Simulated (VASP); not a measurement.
# AlCu3 (Pm-3m) in VASP: further runs

AlCu3 is run at these levels: PBEsol; tasks: single point.

Everything below comes from runs of VASP 6.6.1. Logs are shortened: lines on timing, memory, paths and dates and some standing lists are left out, and cuts for length are marked.

## Step 1: The cell of the first run

The structure is cubic, space group Pm-3m (No. 221). The conventional cell has a = 3.632 Å, b = 3.632 Å, c = 3.632 Å, α = 90.00°, β = 90.00°, γ = 90.00°. Within 3.4 Å of Al (site symmetry m-3m) lie 12 Cu at 2.57 Å. Within 3.4 Å of Cu (site symmetry 4/mmm) lie 8 Cu at 2.57 Å and 4 Al at 2.57 Å. Cu (site symmetry 4/mmm) has 4 Al at 2.57 Å and 8 Cu at 2.57 Å within 3.4 Å.

## Step 2: Single point, PBEsol

INCAR

```
PREC = Accurate ; ENCUT = 600
EDIFF = 1E-6 ; ISMEAR = 0
SIGMA = 0.15 ; LREAL = False
LASPH = True ; NELM = 120
ALGO = Normal ; ISIF = 2
LWAVE = False ; LCHARG = False
GGA = PS ; NBANDS = 46
GGA_COMPAT = False
```

KPOINTS

```
Automatic mesh
0
Gamma
  10 8 8
```

POSCAR

```
AlCu3
1.0
   -3.6318704092      0.0000000000      0.0000000000
    0.0000000000      3.6318704092      3.6318704092
    0.0000000000      3.6318704092     -3.6318704092
Al Cu
2 6
Direct
    0.0000000000      0.0000000000      0.0000000000
    0.0000000000      0.5000000000      0.5000000000
    0.5000000000      0.7500000000      0.7500000000
    0.5000000000      0.2500000000      0.2500000000
    0.5000000000      0.2500000000      0.7500000000
    0.5000000000      0.7500000000      0.2500000000
    1.0000000000      0.5000000000      0.0000000000
    1.0000000000      0.0000000000      0.5000000000
```

Potentials or basis: VASP PAW PBE potentials, release 64 (Al, Cu).

On the command line:

```bash
cat potpaw_PBE.64/Al/POTCAR potpaw_PBE.64/Cu/POTCAR > POTCAR
mpirun -np 1 vasp_std > vasp.out
```

OUTCAR:

```text
PREC = Accurate
   ENCUT = 600
   EDIFF = 1E-6
   ISMEAR = 0
   LREAL = False
   LASPH = True
   NELM = 120
   ISIF = 2
   GGA = PS

 ion  position               nearest neighbor table
   1  0.000  0.000  0.000-   3 2.57   4 2.57   5 2.57   6 2.57   7 2.57   8 2.57   8 2.57   7 2.57
                             3 2.57   4 2.57   5 2.57   6 2.57
   2  0.000  0.500  0.500-   3 2.57   4 2.57   5 2.57   6 2.57   7 2.57   8 2.57   7 2.57   8 2.57
                             3 2.57   4 2.57   5 2.57   6 2.57
   3  0.500  0.750  0.750-   1 2.57   2 2.57   5 2.57   6 2.57   7 2.57   8 2.57   6 2.57   5 2.57
                             1 2.57   2 2.57   7 2.57   8 2.57
   4  0.500  0.250  0.250-   1 2.57   2 2.57   5 2.57   6 2.57   7 2.57   8 2.57   5 2.57   6 2.57
                             1 2.57   2 2.57   7 2.57   8 2.57
   5  0.500  0.250  0.750-   1 2.57   2 2.57   3 2.57   4 2.57   7 2.57   8 2.57   4 2.57   3 2.57
                             1 2.57   2 2.57   7 2.57   8 2.57
   6  0.500  0.750  0.250-   1 2.57   2 2.57   3 2.57   4 2.57   7 2.57   8 2.57   3 2.57   4 2.57
                             1 2.57   2 2.57   7 2.57   8 2.57
   7  0.000  0.500  0.000-   1 2.57   2 2.57   3 2.57   4 2.57   5 2.57   6 2.57   2 2.57   1 2.57
                             3 2.57   4 2.57   5 2.57   6 2.57
   8  0.000  0.000  0.500-   1 2.57   2 2.57   3 2.57   4 2.57   5 2.57   6 2.57   1 2.57   2 2.57
                             3 2.57   4 2.57   5 2.57   6 2.57

  LATTYP: Found a simple tetragonal cell.
 ALAT       =     5.1362403895
 C/A-ratio  =     0.7071067812

  Lattice vectors:

 A1 = (   0.0000000000,   3.6318704092,   3.6318704092)
 A2 = (   0.0000000000,   3.6318704092,  -3.6318704092)
 A3 = (  -3.6318704092,   0.0000000000,   0.0000000000)

Analysis of symmetry for initial positions (statically):
=====================================================================
 Subroutine PRICEL returns following result:

  LATTYP: Found a simple cubic cell.
 ALAT       =     3.6318704092

  Lattice vectors:

 A1 = (  -3.6318704092,   0.0000000000,   0.0000000000)
 A2 = (   0.0000000000,   0.0000000000,   3.6318704092)
 A3 = (   0.0000000000,   3.6318704092,   0.0000000000)

   2 primitive cells build up your supercell.

 Routine SETGRP: Setting up the symmetry group for a
 simple tetragonal supercell.

 Subroutine GETGRP returns: Found 16 space group operations
 (whereof 16 operations were pure point group operations)
 out of a pool of 16 trial point group operations.

The static configuration has the point symmetry D_4h.

Analysis of symmetry for dynamics (positions and initial velocities):
=====================================================================
 Subroutine PRICEL returns following result:

  LATTYP: Found a simple cubic cell.
 ALAT       =     3.6318704092

  Lattice vectors:

 A1 = (  -3.6318704092,   0.0000000000,   0.0000000000)
 A2 = (   0.0000000000,   0.0000000000,   3.6318704092)
 A3 = (   0.0000000000,   3.6318704092,   0.0000000000)

   2 primitive cells build up your supercell.

 Routine SETGRP: Setting up the symmetry group for a
 simple tetragonal supercell.

 Subroutine GETGRP returns: Found 16 space group operations
 (whereof 16 operations were pure point group operations)
 out of a pool of 16 trial point group operations.

The dynamic configuration has the point symmetry D_4h.

 Subroutine INISYM returns: Found 16 space group operations
 (whereof 16 operations are pure point group operations),
 and found     2 'primitive' translations

----------------------------------------------------------------------------------------

                                     Primitive cell

  volume of cell :      47.9061

  direct lattice vectors                    reciprocal lattice vectors
    -3.631870409  0.000000000  0.000000000    -0.275340221  0.000000000  0.000000000
     0.000000000  0.000000000  3.631870409     0.000000000  0.000000000  0.275340221
     0.000000000  3.631870409  0.000000000     0.000000000  0.275340221  0.000000000

  length of vectors
     3.631870409  3.631870409  3.631870409     0.275340221  0.275340221  0.275340221

  position of ions in fractional coordinates (direct lattice)
     0.000000000  0.000000000  0.000000000
     0.500000000  0.000000000  0.500000000
     0.500000000  0.500000000  0.000000000
     0.000000000  0.500000000  0.500000000

  ion indices of the primitive-cell ions
   primitive index   ion index
                 1           1
                 2           3
                 3           5
                 4           7

----------------------------------------------------------------------------------------

 KPOINTS: Automatic mesh

Automatic generation of k-mesh.
 Grid dimensions read from file:
 generate k-points for:   10    8    8

 Generating k-lattice:

  Cartesian coordinates                     Fractional coordinates (reciprocal lattice)
    -0.027534022  0.000000000  0.000000000     0.100000000  0.000000000  0.000000000
     0.000000000  0.017208764  0.017208764     0.000000000  0.125000000  0.000000000
     0.000000000  0.017208764 -0.017208764     0.000000000  0.000000000  0.125000000

  Length of vectors
     0.027534022  0.024336867  0.024336867

  Shift w.r.t. Gamma in fractional coordinates (k-lattice)
     0.000000000  0.000000000  0.000000000

 Subroutine IBZKPT returns following result:
 ===========================================

 Found     90 irreducible k-points:

 Following reciprocal coordinates:
            Coordinates               Weight
  0.000000  0.000000  0.000000      1.000000
  0.100000  0.000000  0.000000      2.000000
  0.200000  0.000000  0.000000      2.000000
  0.300000  0.000000  0.000000      2.000000
  0.400000  0.000000  0.000000      2.000000
  0.500000  0.000000  0.000000      1.000000
[... 16 lines left out ...]
  0.400000  0.375000  0.000000      8.000000
  0.500000  0.375000  0.000000      4.000000
 [... further k-points ...]
   k-points           NKPTS =     90   k-points in BZ     NKDIM =     90   number of bands    NBANDS=     46
   number of dos      NEDOS =    301   number of ions     NIONS =      8
   total plane-waves  NPLWV =  52920
   dimension x,y,z NGX =    30 NGY =   42 NGZ =   42
   dimension x,y,z NGXF=    60 NGYF=   84 NGZF=   84
   ions per type =               2   6
   NGX,Y,Z   is equivalent  to a cutoff of  13.73, 13.59, 13.59 a.u.
   NGXF,Y,Z  is equivalent  to a cutoff of  27.46, 27.19, 27.19 a.u.
 SYSTEM =  unknown system
   PREC   = accura    normal or accurate (medium, high low for compatibility)
   ISTART =      0    job   : 0-new  1-cont  2-samecut
   ICHARG =      2    charge: 1-file 2-atom 10-const
   ISPIN  =      1    spin polarized calculation?
   LNONCOLLINEAR =      F non collinear calculations
   LSORBIT =      F    spin-orbit coupling
   LASPH  =      T    aspherical Exc in radial PAW
   ENCUT  =  600.0 eV  44.10 Ry    6.64 a.u.   7.25 10.26 10.26*2*pi/ulx,y,z
   NELM   =    120;   NELMIN=  2; NELMDL= -5     # of ELM steps
   EDIFF  = 0.1E-05   stopping-criterion for ELM
   LREAL  =      F    real-space projection
   EDIFFG = 0.1E-04   stopping-criterion for IOM
   NSW    =      0    number of steps for IOM
   IBRION =     -1    ionic relax: 0-MD 1-quasi-New 2-CG
   NFREE  =      0    steps in history (QN), initial steepest desc. (CG)
   ISIF   =      2    stress and relaxation
   ISYM   =      2    0-nonsym 1-usesym 2-fastsym
   POTIM  = 0.5000    time-step for ionic-motion
   TEBEG  =    0.0;   TEEND  =   0.0 temperature during run
   PSTRESS=    0.0 pullay stress
   NELECT =      72.0000    total number of electrons
   NUPDOWN=      -1.0000    fix difference up-down
   EMIN   =  10.00;   EMAX   =-10.00  energy-range for DOS
   EFERMI =   0.00;   METHOD = LEGACY
   ISMEAR =     0;   SIGMA  =   0.15  broadening in eV -4-tet -1-fermi 0-gaus
   EFERMI_NEDOS =   21; number of points for ismear=-14 and -15
   IALGO  =     38    algorithm
   IMIX   =      4    mixing-type and parameters
     AMIX     =   0.40;   BMIX     =  1.00
     AMIX_MAG =   1.60;   BMIX_MAG =  1.00
  volume/ion in A,a.u.               =      11.98        80.82
  Fermi-wavevector in a.u.,A,eV,Ry     =   1.488374  2.812618 30.140391  2.215256
  Thomas-Fermi vector in A             =   2.601416
   LORBIT       =      0    0 simple, 1 ext, 2 COOP (PROOUT), +10 PAW based schemes
   GGA     = PS    functional components
   LHFCALC =     F    Hartree Fock is set to
   AEXX    =    0.0000 exact exchange contribution
   IVDW    =     0    specifies the selected vdW correction
   LEPSILON=     F    determine dielectric tensor
   LRPA    =     F    only Hartree local field effects (RPA)
 non-spin polarized calculation
 Gauss-broadening in eV      SIGMA  =   0.15
  energy-cutoff  :      600.00
  volume of cell :       95.81
 maximum number of plane-waves:      3256
 NGX is ok and might be reduce to    30
   NGX = 15   NGY = 21   NGZ = 21

 number of electron      71.9999977 magnetization

 Free energy of the ion-electron system (eV)
  ---------------------------------------------------
  ext. energy  EPLUGINS =         0.00000000
  ---------------------------------------------------
  free energy    TOTEN  =       -35.56492617 eV

  energy without entropy =      -35.53847375  energy(sigma->0) =      -35.55169996

 E-fermi :   8.6442     XC(G=0): -12.5017

 val. band max:        8.6426934732   @ k =   0.2000   0.2500   0.0000
 cond. band min:       8.6473686552   @ k =   0.4000   0.5000   0.0000
 fundamental gap:      0.0046751820
 Fermi energy:         8.6442294010

 k-point     1 :       0.0000    0.0000    0.0000
  band No.  band energies     occupation
      1      -2.0959      2.00000
      2       2.2182      2.00000
      3       2.6992      2.00000
      4       2.6992      2.00000
      5       3.1928      2.00000
      6       3.7627      2.00000
[... 38 lines left out ...]
     45      15.6479      0.00000
     46      17.6024      0.00000
[... 1086 lines left out ...]
      6       3.7299      2.00000
[... 38 lines left out ...]
     45      16.5716      0.00000
     46      17.3089      0.00000

 [... further k-points ...]

------------------------ aborting loop because EDIFF is reached ----------------------------------------

  FORCE on cell =-STRESS in cart. coord.  units (eV):
  Direction    XX          YY          ZZ          XY          YZ          ZX
  --------------------------------------------------------------------------------------
  -------------------------------------------------------------------------------------
  Total        0.5342784      0.2305421      0.2305421     -0.0000000      0.0000000     -0.0000000
  in kB        8.9342307      3.8551365      3.8551365     -0.0000000      0.0000000     -0.0000000
  external PRESSURE =       5.5481679 kB  Pullay stress =       0.0000000 kB

 VOLUME and BASIS-vectors are now :
 -----------------------------------------------------------------------------
  energy-cutoff  :      600.00
  volume of cell :       95.81
      direct lattice vectors                 reciprocal lattice vectors
    -3.631870409  0.000000000  0.000000000    -0.275340221  0.000000000  0.000000000
     0.000000000  3.631870409  3.631870409     0.000000000  0.137670110  0.137670110
     0.000000000  3.631870409 -3.631870409     0.000000000  0.137670110 -0.137670110

 POSITION                                       TOTAL-FORCE (eV/Angst)
 -----------------------------------------------------------------------------------
      0.00000      0.00000      0.00000         0.000000      0.000000     -0.000000
      0.00000      3.63187      0.00000         0.000000      0.000000     -0.000000
     -1.81594      5.44781      0.00000         0.000000      0.000000      0.000000
     -1.81594      1.81594      0.00000         0.000000     -0.000000      0.000000
     -1.81594      3.63187     -1.81594         0.000000     -0.000000     -0.000000
     -1.81594      3.63187      1.81594         0.000000      0.000000     -0.000000
      0.00000      1.81594      1.81594        -0.000000      0.000000      0.000000
      0.00000      1.81594     -1.81594        -0.000000      0.000000      0.000000
 -----------------------------------------------------------------------------------
    total drift:                               -0.000000      0.000000      0.000000

  FREE ENERGIE OF THE ION-ELECTRON SYSTEM (eV)
  ---------------------------------------------------
  free  energy   TOTEN  =       -35.5649261739 eV

  energy  without entropy=      -35.5384737501  energy(sigma->0) =      -35.55169996
```

Wall time 11 min (1 thread of AMD EPYC 7R13, shared host); peak memory 0.44 GiB.

Results:

```yaml
Free_energy: -35.5649 eV
Pressure: 0.6 GPa
Band_gap_on_the_k_mesh: zero (bands 36 and 37 overlap by 5.02 eV)
```

Caveat: the PAW data sets were made with another functional, which shifts forces and pressure a little.

## Step 3: Single point, PBEsol (strained)

INCAR

```
PREC = Accurate
ENCUT = 520
EDIFF = 1E-6
ISMEAR = 0
SIGMA = 0.1
LREAL = F
LASPH = T
NELM = 60
ALGO = Normal
ISIF = 2
LWAVE = F
LCHARG = T
GGA = PS
LELF = T
LVHAR = T
NBANDS = 26
```

KPOINTS

```
Automatic mesh
0
Gamma
  12 12 12
```

POSCAR

```
AlCu3
1.0
    3.5105049718      0.0000000000      0.0000000000
    0.0000000000      3.5105049718      0.0000000000
    0.0000000000      0.0000000000      3.5105049718
Al Cu
1 3
Direct
    0.0000000000      0.0000000000      0.0000000000
    0.5000000000      0.5000000000      0.0000000000
    0.5000000000      0.0000000000      0.5000000000
    0.0000000000      0.5000000000      0.5000000000
```

Potentials or basis: VASP PAW PBE potentials, release 64 (Al, Cu).

On the command line:

```bash
cat potpaw_PBE.64/Al/POTCAR potpaw_PBE.64/Cu/POTCAR > POTCAR
mpirun -np 1 vasp_std > vasp.out
```

Run time: 2.4 min. Hardware: 1 thread of Intel Xeon 8259CL, shared host; peak memory 0.21 GiB.

Results (log left out):

```yaml
Free_energy: -17.5017 eV
Pressure: 20.2 GPa
Band_gap_on_the_k_mesh: zero (bands 18 and 19 overlap by 6.05 eV)
```

Levels at points of the mesh, in eV from the Fermi level:
```tsv
k point	band 16	band 17	band 18	band 19	band 20	band 21
(0.00, 0.00, 0.00)	-2.19	-0.42	-0.42	-0.42	4.81	4.81
(0.50, 0.00, 0.00)	-2.69	-2.19	4.06	4.06	4.17	4.17
(0.50, 0.50, 0.00)	-3.01	-2.55	-1.22	-1.22	6.77	6.77
(0.50, 0.50, 0.50)	-2.39	-2.39	-2.39	-1.80	1.88	2.09
```

Caveat: the cell differs from its parent crystal (strained); the cell stands under pressure; the PAW data sets were made with another functional, which shifts forces and pressure a little.

## Step 4: Single point, PBEsol (strained)

INCAR

```
ALGO = Normal
EDIFF = 1E-6
ENCUT = 520
GGA = PS
ISIF = 2
ISMEAR = 0
LASPH = True
LCHARG = False
LREAL = False
LWAVE = False
NBANDS = 26
NELM = 100
PREC = Accurate
SIGMA = 0.1
```

KPOINTS

```
k-points
0
Gamma
  12 12 12
```

POSCAR

```
AlCu3
1.0
    3.5524802985      0.0000000000      0.0000000000
    0.0000000000      3.5524802985      0.0000000000
    0.0000000000      0.0000000000      3.5524802985
Al Cu
1 3
Direct
    0.0000000000      0.0000000000      0.0000000000
    0.5000000000      0.5000000000      0.0000000000
    0.5000000000      0.0000000000      0.5000000000
    0.0000000000      0.5000000000      0.5000000000
```

On the command line:

```bash
cat potpaw_PBE.64/Al/POTCAR potpaw_PBE.64/Cu/POTCAR > POTCAR
mpirun -np 1 vasp_std > vasp.out
```

Run time: 2.3 min. Hardware: 1 thread of Intel Xeon 8259CL, shared host; peak memory 0.21 GiB.

It converged, with:

```yaml
Free_energy: -17.6612 eV
Pressure: 12.3 GPa
Band_gap_on_the_k_mesh: zero (bands 18 and 19 overlap by 5.88 eV)
```

Levels at points of the mesh, in eV from the Fermi level:
| k point | band 16 | band 17 | band 18 | band 19 | band 20 | band 21 |
| --- | --- | --- | --- | --- | --- | --- |
| (0.00, 0.00, 0.00) | -2.14 | -0.37 | -0.37 | -0.37 | 4.67 | 4.67 |
| (0.50, 0.00, 0.00) | -2.61 | -2.14 | 4.01 | 4.01 | 4.05 | 4.05 |
| (0.50, 0.50, 0.00) | -2.91 | -2.47 | -1.21 | -1.21 | 6.66 | 6.66 |
| (0.50, 0.50, 0.50) | -2.33 | -2.33 | -2.33 | -1.68 | 1.69 | 1.98 |

Caveat: the cell differs from its parent crystal (strained); the cell stands under pressure; the PAW data sets were made with another functional, which shifts forces and pressure a little.

## Step 5: Overview

```tsv
cell	k mesh	cutoff (eV)	smearing	gap on the mesh (eV)	pressure (GPa)
a = 3.632, b = 5.136, c = 5.136 Å, 8 atoms, atomic positions A	10 × 8 × 8	600	gaussian 0.15 eV	none	0.6
a = 3.511 Å, 4 atoms, atomic positions B	12 × 12 × 12	520	gaussian 0.1 eV	none	20.2
a = 3.552 Å, 4 atoms, atomic positions B	12 × 12 × 12	520	gaussian 0.1 eV	none	12.3
```

Alike in all rows: task single point; level PBEsol; potentials or basis VASP PAW PBE potentials, release 64 (Al, Cu); no spin polarisation.

Caveats: the PAW data sets were made with another functional, which shifts forces and pressure a little; the cell stands under pressure (at least some runs).

Absolute energies hang on the potentials; compare differences alone.
